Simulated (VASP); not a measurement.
# TiO2 (Rutile) (Cmmm) in VASP: a series of runs, part 2 of 2

VASP 6.6.1.

### Step 4. Single point, PBE

Input file INCAR:

```
SYSTEM = TiO2
PREC = Accurate
ENCUT = 520
EDIFF = 1E-6
ISMEAR = 0
SIGMA = 0.05
LREAL = .FALSE.
LASPH = .TRUE.
NELM = 80
ALGO = Normal
ISIF = 2
LWAVE = .FALSE.
LCHARG = .TRUE.
GGA = PE
LELF = .TRUE.
LVHAR = .TRUE.
NBANDS = 33
```

Input file KPOINTS:

```
regular mesh
0
G
  4 4 6
  0 0 0
```

Input file POSCAR:

```
TiO2
1.0
    4.5922000000      0.0153073333      0.0000000000
    0.0153073333      4.5922000000      0.0000000000
    0.0000000000      0.0000000000      2.9574000000
Ti O
2 4
Direct
    0.0000000000      0.0000000000      0.0000000000
    0.5000000000      0.5000000000      0.5000000000
    0.3049600000      0.3049600000      0.0000000000
    0.1950400000      0.8049600000      0.5000000000
    0.6950400000      0.6950400000      0.0000000000
    0.8049600000      0.1950400000      0.5000000000
```

Potentials or basis: VASP PAW PBE potentials, release 64 (Ti_sv, O).

The run is started by

```bash
$ cat potpaw_PBE.64/Ti_sv/POTCAR potpaw_PBE.64/O/POTCAR > POTCAR
$ mpirun -np 1 vasp_std > vasp.out
```

OUTCAR:

```text
SYSTEM = TiO2
   PREC = Accurate
   ENCUT = 520
   EDIFF = 1E-6
   ISMEAR = 0
   LREAL = .FALSE.
   LASPH = .TRUE.
   NELM = 80
   ISIF = 2
   GGA = PE

 ion  position               nearest neighbor table
   1  0.000  0.000  0.000-   4 1.94   6 1.94   4 1.94   6 1.94   5 1.99   3 1.99
   2  0.500  0.500  0.500-   3 1.95   5 1.95   3 1.95   5 1.95   4 1.97   6 1.97
   3  0.305  0.305  0.000-   2 1.95   2 1.95   1 1.99
   4  0.195  0.805  0.500-   1 1.94   1 1.94   2 1.97
   5  0.695  0.695  0.000-   2 1.95   2 1.95   1 1.99
   6  0.805  0.195  0.500-   1 1.94   1 1.94   2 1.97

  LATTYP: Found a base centered orthorhombic cell.
 ALAT       =     6.4727036828
 B/A-ratio  =     1.0066889632
 C/A-ratio  =     0.4569033506

  Lattice vectors:

 A1 = (  -0.0153073333,  -4.5922000000,   0.0000000000)
 A2 = (   4.5922000000,   0.0153073333,   0.0000000000)
 A3 = (   0.0000000000,   0.0000000000,   2.9574000000)

Analysis of symmetry for initial positions (statically):
=====================================================================
 Subroutine PRICEL returns:
 Original cell was already a primitive cell.

[... 175 lines left out ...]

  energy without entropy =      -53.63916235  energy(sigma->0) =      -53.63916235

 E-fermi :   5.1237     XC(G=0): -11.4175

 val. band max:        4.8606935519   @ k =   0.0000   0.0000   0.0000
 cond. band min:       6.7306756114   @ k =   0.0000   0.0000   0.0000
 fundamental gap:      1.8699820596
 Fermi energy:         5.1236810333

 k-point     1 :       0.0000    0.0000    0.0000
  band No.  band energies     occupation
      1     -52.0621      2.00000
      2     -52.0300      2.00000
      3     -28.3776      2.00000
      4     -28.3521      2.00000
      5     -28.1975      2.00000
      6     -28.1963      2.00000
[... 853 lines left out ...]
     32       9.8158      0.00000
     33      11.9578      0.00000

 [... further k-points ...]
[... 5 lines left out ...]
  --------------------------------------------------------------------------------------
  -------------------------------------------------------------------------------------
  Total        2.4304654      2.4304654      2.2509733     -0.6002637      0.0000000      0.0000000
  in kB       62.4386049     62.4386049     57.8274582    -15.4207611      0.0000000      0.0000000
  external PRESSURE =      60.9015560 kB  Pullay stress =       0.0000000 kB

 VOLUME and BASIS-vectors are now :
 -----------------------------------------------------------------------------
  energy-cutoff  :      520.00
  volume of cell :       62.37
      direct lattice vectors                 reciprocal lattice vectors
     4.592200000  0.015307333  0.000000000     0.217762970 -0.000725877  0.000000000
     0.015307333  4.592200000  0.000000000    -0.000725877  0.217762970  0.000000000
     0.000000000  0.000000000  2.957400000     0.000000000  0.000000000  0.338134848

 POSITION                                       TOTAL-FORCE (eV/Angst)
 -----------------------------------------------------------------------------------
      0.00000      0.00000      0.00000        -0.000000     -0.000000     -0.000000
      2.30375      2.30375      1.47870         0.000000     -0.000000     -0.000000
      1.40511      1.40511      0.00000        -0.096836     -0.096836      0.000000
      0.90798      3.69952      1.47870         0.079602     -0.079602     -0.000000
      3.20240      3.20240      0.00000         0.096836      0.096836     -0.000000
      3.69952      0.90798      1.47870        -0.079602      0.079602      0.000000
 -----------------------------------------------------------------------------------
    total drift:                                0.000000      0.000000     -0.000000

  FREE ENERGIE OF THE ION-ELECTRON SYSTEM (eV)
  ---------------------------------------------------
  free  energy   TOTEN  =       -53.6391623543 eV

  energy  without entropy=      -53.6391623543  energy(sigma->0) =      -53.63916235
```

OSZICAR:

```text
N       E                     dE             d eps       ncg     rms          rms(c)
DAV:   1     0.648344356696E+03    0.64834E+03   -0.24255E+04  1848   0.171E+03
DAV:   2     0.256355010405E+02   -0.62271E+03   -0.57316E+03  2036   0.511E+02
DAV:   3    -0.663313501305E+02   -0.91967E+02   -0.90083E+02  2475   0.188E+02
DAV:   4    -0.709450137888E+02   -0.46137E+01   -0.46024E+01  2665   0.406E+01
DAV:   5    -0.711171036586E+02   -0.17209E+00   -0.17207E+00  2429   0.632E+00    0.315E+01
DAV:   6    -0.539973629331E+02    0.17120E+02   -0.74906E+01  2441   0.886E+01    0.111E+01
DAV:   7    -0.539076762825E+02    0.89687E-01   -0.12922E+01  2305   0.325E+01    0.919E+00
DAV:   8    -0.537495998105E+02    0.15808E+00   -0.47910E-01  2232   0.575E+00    0.684E+00
DAV:   9    -0.537699496325E+02   -0.20350E-01   -0.11527E+00  2363   0.124E+01    0.329E+00
DAV:  10    -0.536504435978E+02    0.11951E+00   -0.54552E-01  2296   0.744E+00    0.100E+00
DAV:  11    -0.536405330450E+02    0.99106E-02   -0.28720E-02  2493   0.128E+00    0.446E-01
DAV:  12    -0.536393800822E+02    0.11530E-02   -0.45438E-03  2151   0.466E-01    0.133E-01
DAV:  13    -0.536392590007E+02    0.12108E-03   -0.32306E-04  2588   0.139E-01    0.760E-02
DAV:  14    -0.536391813045E+02    0.77696E-04   -0.92715E-05  2494   0.101E-01    0.359E-02
DAV:  15    -0.536391612953E+02    0.20009E-04   -0.57391E-05  2640   0.752E-02    0.623E-03
DAV:  16    -0.536391623620E+02   -0.10667E-05   -0.64331E-06  2264   0.165E-02    0.597E-03
DAV:  17    -0.536391623543E+02    0.76534E-08   -0.15323E-06  1589   0.128E-02
   1 F= -.53639162E+02 E0= -.53639162E+02  d E =-.284041E-15
```

stdout:

```text
POSCAR found type information on POSCAR TiO
 POSCAR found :  2 types and       6 ions
 scaLAPACK will be used
 LDA part: xc-table for (Slater+PW92), standard interpolation
 POSCAR, INCAR and KPOINTS ok, starting setup
 FFT: planning ... GRIDC
 FFT: planning ... GRID_SOFT
 FFT: planning ... GRID
 WAVECAR not read
 entering main loop
```

It took 45 s on 1 thread of AMD EPYC 9R45 (Zen 5), shared host; peak memory 0.16 GiB.

What came out:

| Item | Value |
| --- | --- |
| Free energy | -53.6392 eV |
| Pressure | 6.1 GPa |
| Largest force | 0.137 eV/Å |
| Band gap on the k mesh | 1.87 eV, direct |

Forces in eV/Å, atoms in the order of the input:
```
Ti   0.000  0.000  0.000
Ti   0.000  0.000  0.000
O   -0.097 -0.097  0.000
O    0.080 -0.080  0.000
O    0.097  0.097  0.000
O   -0.080  0.080  0.000
```

Levels at points of the mesh, in eV from the valence-band top:
```tsv
k point	band 20	band 21	band 22	band 23	band 24	band 25	band 26	band 27	band 28	band 29
(0.00, 0.00, 0.00)	-1.98	-0.70	-0.45	-0.43	0.00	1.87	2.18	2.40	2.49	2.50
(0.50, 0.00, 0.00)	-3.02	-1.68	-1.60	-0.75	-0.74	2.55	2.55	3.00	3.04	3.55
(0.50, 0.50, 0.00)	-2.14	-1.34	-1.27	-1.05	-1.05	1.90	1.92	2.51	2.52	3.81
(0.00, 0.00, 0.50)	-2.74	-2.39	-2.34	-1.46	-1.39	2.94	2.98	3.14	3.19	3.67
(0.50, 0.00, 0.50)	-2.36	-2.07	-2.01	-1.05	-1.02	1.91	1.91	3.16	3.21	3.89
(0.50, 0.50, 0.50)	-2.71	-1.32	-1.24	-0.68	-0.67	2.56	2.62	3.18	3.22	3.22
```

### Step 5. Single point, PBE

Input file INCAR:

```
SYSTEM = TiO2
PREC     = Accurate       ! precision mode
ENCUT    = 520            ! plane-wave cutoff, eV
EDIFF    = 1E-6           ! SCF threshold, eV
ISMEAR   = 0              ! smearing method
SIGMA    = 0.05           ! smearing width, eV
LREAL    = .False.        ! projectors in reciprocal space
LASPH    = .True.         ! aspherical terms in the spheres
NELM     = 100            ! most SCF steps
ALGO     = Normal         ! electronic algorithm
ISIF     = 2              ! what is computed and relaxed
LWAVE    = .False.        ! write WAVECAR
LCHARG   = .False.        ! write CHGCAR
GGA      = PE             ! functional
NBANDS   = 33             ! bands
```

Input file KPOINTS:

```
regular mesh
0
Gamma
  4 4 6
  0 0 0
```

POSCAR, as its differences from that of step 4:

```diff
@@ -2,4 +2,4 @@
 1.0
-    4.5922000000      0.0153073333      0.0000000000
-    0.0153073333      4.5922000000      0.0000000000
+    4.5922000000      0.0229610000      0.0000000000
+    0.0229610000      4.5922000000      0.0000000000
     0.0000000000      0.0000000000      2.9574000000
```

The run is started by

```bash
$ cat potpaw_PBE.64/Ti_sv/POTCAR potpaw_PBE.64/O/POTCAR > POTCAR
$ mpirun -np 1 vasp_std > vasp.out
```

It took 42 s on 1 thread of AMD EPYC 9R45 (Zen 5), shared host; peak memory 0.16 GiB.

Results (log left out):

| Property | Result |
| --- | --- |
| Free energy | -53.6366 eV |
| Pressure | 6.1 GPa |
| Largest force | 0.142 eV/Å |
| Band gap on the k mesh | 1.87 eV, direct |

Forces in eV/Å, atoms in the order of the input:
```
Ti   0.000  0.000  0.000
Ti   0.000  0.000  0.000
O   -0.100 -0.100  0.000
O    0.075 -0.075  0.000
O    0.100  0.100  0.000
O   -0.075  0.075  0.000
```

Stress tensor (GPa, compression positive):
```
 6.23 -2.31  0.00
-2.31  6.23  0.00
 0.00  0.00  5.78
```

Levels at points of the mesh, in eV from the valence-band top:
| k point | band 20 | band 21 | band 22 | band 23 | band 24 | band 25 | band 26 | band 27 | band 28 | band 29 |
| --- | --- | --- | --- | --- | --- | --- | --- | --- | --- | --- |
| (0.00, 0.00, 0.00) | -1.98 | -0.70 | -0.46 | -0.43 | 0.00 | 1.87 | 2.18 | 2.41 | 2.48 | 2.51 |
| (0.50, 0.00, 0.00) | -3.01 | -1.70 | -1.59 | -0.75 | -0.74 | 2.55 | 2.55 | 2.99 | 3.05 | 3.55 |
| (0.50, 0.50, 0.00) | -2.11 | -1.36 | -1.26 | -1.05 | -1.05 | 1.89 | 1.93 | 2.50 | 2.53 | 3.80 |
| (0.00, 0.00, 0.50) | -2.74 | -2.40 | -2.33 | -1.47 | -1.38 | 2.93 | 2.99 | 3.13 | 3.20 | 3.67 |
| (0.50, 0.00, 0.50) | -2.36 | -2.09 | -2.00 | -1.05 | -1.01 | 1.90 | 1.91 | 3.15 | 3.22 | 3.88 |
| (0.50, 0.50, 0.50) | -2.71 | -1.35 | -1.21 | -0.68 | -0.66 | 2.54 | 2.63 | 3.17 | 3.22 | 3.23 |

### Step 6. Summary

| cell | gap on the mesh (eV) | pressure (GPa) | largest force (eV/Å) |
| --- | --- | --- | --- |
| a = 4.592, b = 4.592, c = 2.957 Å, angles 90.0, 90.0, 90.2°, 6 atoms | 1.87 | 6.1 | 0.13 |
| a = 4.592, b = 4.592, c = 2.957 Å, angles 90.0, 90.0, 89.8°, 6 atoms | 1.87 | 6.1 | 0.13 |
| a = 4.592, b = 4.592, c = 2.957 Å, angles 90.0, 90.0, 89.6°, 6 atoms | 1.87 | 6.1 | 0.14 |
| a = 4.592, b = 4.592, c = 2.957 Å, angles 90.0, 90.0, 89.4°, 6 atoms | 1.87 | 6.1 | 0.14 |

Alike in all rows: task single point; level PBE; potentials or basis VASP PAW PBE potentials, release 64 (Ti_sv, O); no spin polarisation; k mesh 4 × 4 × 6; cutoff (eV) 520; smearing gaussian 0.05 eV.

Absolute energies hang on the potentials; compare differences alone.
